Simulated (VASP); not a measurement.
# PtS2 (P6_3/mmc) in VASP: relaxation of cell and atoms with PBE

Aim: the relaxation of cell and atoms of PtS2 with PBE.

Program: VASP 6.6.1. These are calculated values, not measurements. Logs are shortened: lines on timing, memory, paths and dates and some standing lists are left out, and cuts for length are marked.

### 1 The cell of the first run

The structure is hexagonal, space group P6_3/mmc (No. 194). Conventional cell: a = 3.503 Å, b = 3.503 Å, c = 10.873 Å, α = 90.00°, β = 90.00°, γ = 120.00°. Pt (site symmetry -6m2) has 6 S at 2.45 Å within 3.2 Å. S (site symmetry 3m) has 3 Pt at 2.45 Å and 1 S at 2.75 Å within 3.2 Å.

The cell was generated, and may not be a known phase.

### 2 Relaxation of cell and atoms, PBE

File INCAR:

```
PREC = Accurate
ENCUT = 600
EDIFF = 1E-7
ISMEAR = 0
SIGMA = 0.1
LREAL = F
LASPH = T
NELM = 80
ALGO = Normal
ISIF = 3
LWAVE = F
LCHARG = F
GGA = PE
IBRION = 2
NSW = 100
EDIFFG = -0.01
```

File KPOINTS:

```
regular mesh
0
Gamma
  12 12 4
```

File POSCAR:

```
PtS2
1.0
    3.5032257602      0.0000000000      0.0000000000
   -1.7516128801      3.0338825035      0.0000000000
    0.0000000000      0.0000000000     10.8728540833
Pt S
2 4
Direct
    0.3333333333      0.6666666667      0.2500000000
    0.6666666667      0.3333333333      0.7500000000
    0.3333333333      0.6666666667      0.6234916006
    0.6666666667      0.3333333333      0.1234916006
    0.3333333333      0.6666666667      0.8765083994
    0.6666666667      0.3333333333      0.3765083994
```

Potentials or basis: VASP PAW PBE potentials, release 64 (Pt, S).

Started as:

```sh
cat potpaw_PBE.64/Pt/POTCAR potpaw_PBE.64/S/POTCAR > POTCAR
mpirun -np 1 vasp_std > vasp.out
```

OUTCAR:

```text
PREC = Accurate
   ENCUT = 600
   EDIFF = 1E-7
   ISMEAR = 0
   LREAL = F
   LASPH = T
   NELM = 80
   ISIF = 3
   GGA = PE
   IBRION = 2
   NSW = 100
   EDIFFG = -0.01

 ion  position               nearest neighbor table
   1  0.333  0.667  0.250-   4 2.45   6 2.45   4 2.45   6 2.45   4 2.45   6 2.45
   2  0.667  0.333  0.750-   3 2.45   5 2.45   3 2.45   5 2.45   3 2.45   5 2.45
   3  0.333  0.667  0.623-   2 2.45   2 2.45   2 2.45   5 2.75
   4  0.667  0.333  0.123-   1 2.45   1 2.45   1 2.45   6 2.75
   5  0.333  0.667  0.877-   2 2.45   2 2.45   2 2.45   3 2.75
   6  0.667  0.333  0.377-   1 2.45   1 2.45   1 2.45   4 2.75

  LATTYP: Found a hexagonal cell.
 ALAT       =     3.5032257602
 C/A-ratio  =     3.1036692544

  Lattice vectors:

 A1 = (   3.5032257602,   0.0000000000,   0.0000000000)
 A2 = (  -1.7516128801,   3.0338825035,   0.0000000000)
 A3 = (   0.0000000000,   0.0000000000,  10.8728540833)

Analysis of symmetry for initial positions (statically):
=====================================================================
 Subroutine PRICEL returns:
 Original cell was already a primitive cell.

 Routine SETGRP: Setting up the symmetry group for a
 hexagonal supercell.

 Subroutine GETGRP returns: Found 24 space group operations
 (whereof 12 operations were pure point group operations)
 out of a pool of 24 trial point group operations.

The static configuration has the point symmetry D_3d.
 The point group associated with its full space group is D_6h.

Analysis of symmetry for dynamics (positions and initial velocities):
=====================================================================
 Subroutine PRICEL returns:
 Original cell was already a primitive cell.

 Routine SETGRP: Setting up the symmetry group for a
 hexagonal supercell.

 Subroutine GETGRP returns: Found 24 space group operations
 (whereof 12 operations were pure point group operations)
 out of a pool of 24 trial point group operations.

The dynamic configuration has the point symmetry D_3d.
 The point group associated with its full space group is D_6h.

 Subroutine INISYM returns: Found 24 space group operations
 (whereof 12 operations are pure point group operations),
 and found     1 'primitive' translations

----------------------------------------------------------------------------------------

                                     Primitive cell

  volume of cell :     115.5608

  direct lattice vectors                    reciprocal lattice vectors
     3.503225760  0.000000000  0.000000000     0.285451201  0.164805328  0.000000000
    -1.751612880  3.033882504  0.000000000     0.000000000  0.329610655  0.000000000
     0.000000000  0.000000000 10.872854083     0.000000000  0.000000000  0.091972171

  length of vectors
     3.503225760  3.503225760 10.872854083     0.329610655  0.329610655  0.091972171

  position of ions in fractional coordinates (direct lattice)
     0.333333333  0.666666667  0.250000000
     0.666666667  0.333333333  0.750000000
     0.333333333  0.666666667  0.623491601
     0.666666667  0.333333333  0.123491601
     0.333333333  0.666666667  0.876508399
     0.666666667  0.333333333  0.376508399

  ion indices of the primitive-cell ions
   primitive index   ion index
                 1           1
                 2           2
                 3           3
                 4           4
                 5           5
                 6           6

----------------------------------------------------------------------------------------

 KPOINTS: regular mesh

Automatic generation of k-mesh.
 Grid dimensions read from file:
 generate k-points for:   12   12    4

 Generating k-lattice:

  Cartesian coordinates                     Fractional coordinates (reciprocal lattice)
     0.023787600  0.013733777  0.000000000     0.083333333  0.000000000  0.000000000
     0.000000000  0.027467555  0.000000000     0.000000000  0.083333333  0.000000000
     0.000000000  0.000000000  0.022993043     0.000000000  0.000000000  0.250000000

  Length of vectors
     0.027467555  0.027467555  0.022993043

  Shift w.r.t. Gamma in fractional coordinates (k-lattice)
     0.000000000  0.000000000  0.000000000

 Subroutine IBZKPT returns following result:
 ===========================================

 Found     57 irreducible k-points:

 Following reciprocal coordinates:
            Coordinates               Weight
  0.000000  0.000000  0.000000      1.000000
  0.083333 -0.000000  0.000000      6.000000
  0.166667 -0.000000  0.000000      6.000000
  0.250000 -0.000000  0.000000      6.000000
  0.333333 -0.000000  0.000000      6.000000
  0.416667 -0.000000  0.000000      6.000000
[... 16 lines left out ...]
  0.250000 -0.000000  0.250000     12.000000
  0.333333 -0.000000  0.250000     12.000000
 [... further k-points ...]
   k-points           NKPTS =     57   k-points in BZ     NKDIM =     57   number of bands    NBANDS=     26
   number of dos      NEDOS =    301   number of ions     NIONS =      6
   total plane-waves  NPLWV =  70560
   dimension x,y,z NGX =    28 NGY =   28 NGZ =   90
   dimension x,y,z NGXF=    56 NGYF=   56 NGZF=  180
   ions per type =               2   4
   NGX,Y,Z   is equivalent  to a cutoff of  13.29, 13.29, 13.76 a.u.
   NGXF,Y,Z  is equivalent  to a cutoff of  26.57, 26.57, 27.52 a.u.
 SYSTEM =  unknown system
   PREC   = accura    normal or accurate (medium, high low for compatibility)
   ISTART =      0    job   : 0-new  1-cont  2-samecut
   ICHARG =      2    charge: 1-file 2-atom 10-const
   ISPIN  =      1    spin polarized calculation?
   LNONCOLLINEAR =      F non collinear calculations
   LSORBIT =      F    spin-orbit coupling
   LASPH  =      T    aspherical Exc in radial PAW
   ENCUT  =  600.0 eV  44.10 Ry    6.64 a.u.   7.00  7.00 21.72*2*pi/ulx,y,z
   NELM   =     80;   NELMIN=  2; NELMDL= -5     # of ELM steps
   EDIFF  = 0.1E-06   stopping-criterion for ELM
   LREAL  =      F    real-space projection
   EDIFFG = -.1E-01   stopping-criterion for IOM
   NSW    =    100    number of steps for IOM
   IBRION =      2    ionic relax: 0-MD 1-quasi-New 2-CG
   NFREE  =      1    steps in history (QN), initial steepest desc. (CG)
   ISIF   =      3    stress and relaxation
   ISYM   =      2    0-nonsym 1-usesym 2-fastsym
   POTIM  = 0.5000    time-step for ionic-motion
   TEBEG  =    0.0;   TEEND  =   0.0 temperature during run
   PSTRESS=    0.0 pullay stress
   NELECT =      44.0000    total number of electrons
   NUPDOWN=      -1.0000    fix difference up-down
   EMIN   =  10.00;   EMAX   =-10.00  energy-range for DOS
   EFERMI =   0.00;   METHOD = LEGACY
   ISMEAR =     0;   SIGMA  =   0.10  broadening in eV -4-tet -1-fermi 0-gaus
   EFERMI_NEDOS =   21; number of points for ismear=-14 and -15
   IALGO  =     38    algorithm
   IMIX   =      4    mixing-type and parameters
     AMIX     =   0.40;   BMIX     =  1.00
     AMIX_MAG =   1.60;   BMIX_MAG =  1.00
  volume/ion in A,a.u.               =      19.26       129.97
  Fermi-wavevector in a.u.,A,eV,Ry     =   1.186558  2.242269 19.155907  1.407919
  Thomas-Fermi vector in A             =   2.322728
   LORBIT       =      0    0 simple, 1 ext, 2 COOP (PROOUT), +10 PAW based schemes
   GGA     = PE    functional components
   LHFCALC =     F    Hartree Fock is set to
   AEXX    =    0.0000 exact exchange contribution
   IVDW    =     0    specifies the selected vdW correction
   LEPSILON=     F    determine dielectric tensor
   LRPA    =     F    only Hartree local field effects (RPA)
 conjugate gradient relaxation of ions
 non-spin polarized calculation
 Gauss-broadening in eV      SIGMA  =   0.10
  energy-cutoff  :      600.00
  volume of cell :      115.56
 maximum number of plane-waves:      3894
 NGX is ok and might be reduce to    28
   NGX = 13   NGY = 13   NGZ = 43

--------------------------------------- Ionic step        1  -------------------------------------------

 number of electron      43.9999997 magnetization

 Free energy of the ion-electron system (eV)
  ---------------------------------------------------
  ext. energy  EPLUGINS =         0.00000000
  ---------------------------------------------------
  free energy    TOTEN  =       -27.49447237 eV

  energy without entropy =      -27.47250698  energy(sigma->0) =      -27.48348967

------------------------ aborting loop because EDIFF is reached ----------------------------------------

  FORCE on cell =-STRESS in cart. coord.  units (eV):
  Direction    XX          YY          ZZ          XY          YZ          ZX
  --------------------------------------------------------------------------------------
  -------------------------------------------------------------------------------------
  Total        0.4466423      0.4466423      0.7652648      0.0000000      0.0000000     -0.0000000
  in kB        6.1924144      6.1924144     10.6099148      0.0000000      0.0000000     -0.0000000
  external PRESSURE =       7.6649146 kB  Pullay stress =       0.0000000 kB
[... 101 lines left out ...]
  FREE ENERGIE OF THE ION-ELECTRON SYSTEM (eV)
  ---------------------------------------------------
  free  energy   TOTEN  =       -27.4963799821 eV

  energy  without entropy=      -27.4742516313  energy(sigma->0) =      -27.48531581

[... ionic steps 4 to 9 ...]

--------------------------------------- Ionic step       10  -------------------------------------------

 number of electron      43.9999995 magnetization

------------------------ aborting loop because EDIFF is reached ----------------------------------------

  FORCE on cell =-STRESS in cart. coord.  units (eV):
  Direction    XX          YY          ZZ          XY          YZ          ZX
  --------------------------------------------------------------------------------------
  -------------------------------------------------------------------------------------
  Total       -0.2367409     -0.2367409     -0.2566718      0.0000000     -0.0000000      0.0000000
  in kB       -3.2025926     -3.2025926     -3.4722140      0.0000000     -0.0000000      0.0000000
  external PRESSURE =      -3.2924664 kB  Pullay stress =       0.0000000 kB
[... 65 lines left out ...]
  energy  without entropy=      -27.4790436156  energy(sigma->0) =      -27.48944147

--------------------------------------- Ionic step       12  -------------------------------------------

 number of electron      43.9999995 magnetization

 Free energy of the ion-electron system (eV)
  ---------------------------------------------------
  ext. energy  EPLUGINS =         0.00000000
  ---------------------------------------------------
  free energy    TOTEN  =       -27.50015262 eV

  energy without entropy =      -27.47954146  energy(sigma->0) =      -27.48984704

 E-fermi :   6.2320     XC(G=0): -10.3181

 val. band max:        6.2294613055   @ k =   0.1667   0.0833   0.0000
 cond. band min:       6.2556921878   @ k =   0.3333   0.1667   0.0000
 fundamental gap:      0.0262308824
 Fermi energy:         6.2319642332

 k-point     1 :       0.0000    0.0000    0.0000
  band No.  band energies     occupation
      1      -9.1965      2.00000
      2      -8.8963      2.00000
      3      -7.3621      2.00000
      4      -6.7194      2.00000
      5      -1.1139      2.00000
      6       0.1543      2.00000
[... 685 lines left out ...]
     25       7.3115      0.00000
     26       7.3808      0.00000

 [... further k-points ...]

------------------------ aborting loop because EDIFF is reached ----------------------------------------

  FORCE on cell =-STRESS in cart. coord.  units (eV):
  Direction    XX          YY          ZZ          XY          YZ          ZX
  --------------------------------------------------------------------------------------
  -------------------------------------------------------------------------------------
  Total       -0.0315730     -0.0315730     -0.0546765     -0.0000000      0.0000000      0.0000000
  in kB       -0.4280311     -0.4280311     -0.7412420     -0.0000000      0.0000000      0.0000000
  external PRESSURE =      -0.5324348 kB  Pullay stress =       0.0000000 kB
[... 21 lines left out ...]
  FREE ENERGIE OF THE ION-ELECTRON SYSTEM (eV)
  ---------------------------------------------------
  free  energy   TOTEN  =       -27.5001526185 eV

  energy  without entropy=      -27.4795414648  energy(sigma->0) =      -27.48984704

 reached required accuracy - stopping structural energy minimisation
```

It took 12 min on 1 thread of Intel Xeon 6975P-C (Granite Rapids), shared host; peak memory 0.39 GiB.

Results:

* Free energy: -27.5002 eV
* Relaxed volume: 19.70 Å³/atom
* Relaxed cell: a = 3.508 Å, b = 3.508 Å, c = 11.091 Å, α = 90.00°, β = 90.00°, γ = 120.00°
* Space group after relaxing (to 0.1 Å): P6_3/mmc (No. 194)
* Energy gained by relaxing: 0.9 meV/atom
* Ionic steps: 12
* Pressure after relaxing: -0.1 GPa
* Largest force after relaxing: 0.010 eV/Å
* Band gap on the k mesh: zero (bands 22 and 23 overlap by 0.69 eV)

Forces in eV/Å, atoms in the order of the input:
```
Pt   0.000  0.000  0.000
Pt   0.000  0.000  0.000
S    0.000  0.000  0.010
S    0.000  0.000  0.010
S    0.000  0.000 -0.010
S    0.000  0.000 -0.010
```

Step by step:
```tsv
step	energy change (eV)	largest force (eV/Å)	pressure (GPa)	volume (Å³)
1	0.0000	0.0442	0.77	115.56
2	0.0005	0.1374	-0.86	117.11
3	-0.0019	0.0417	-0.01	116.28
4	-0.0026	0.0408	0.01	116.39
5	-0.0039	0.0381	0.07	116.72
6	-0.0035	0.0331	0.20	117.36
7	-0.0042	0.0353	0.11	116.97
8	-0.0050	0.0376	-0.03	117.44
9	-0.0052	0.0391	-0.13	117.77
10	-0.0053	0.0416	-0.33	118.44
11	-0.0054	0.0407	-0.24	118.15
12	-0.0057	0.0095	-0.05	118.18
```

Final structure:
```
Pt S
1.0
     3.50772    0.00000    0.00000
    -1.75386    3.03778    0.00000
     0.00000    0.00000   11.09100
Pt S
2 4
Direct
  0.33333 0.66667 0.25000
  0.66667 0.33333 0.75000
  0.33333 0.66667 0.62571
  0.66667 0.33333 0.12571
  0.33333 0.66667 0.87429
  0.66667 0.33333 0.37429
```

Caveat: spin-orbit coupling is left out, which moves the levels of the heavy elements.

The gap in the log of VASP goes by the Fermi energy; the results here count the filled bands.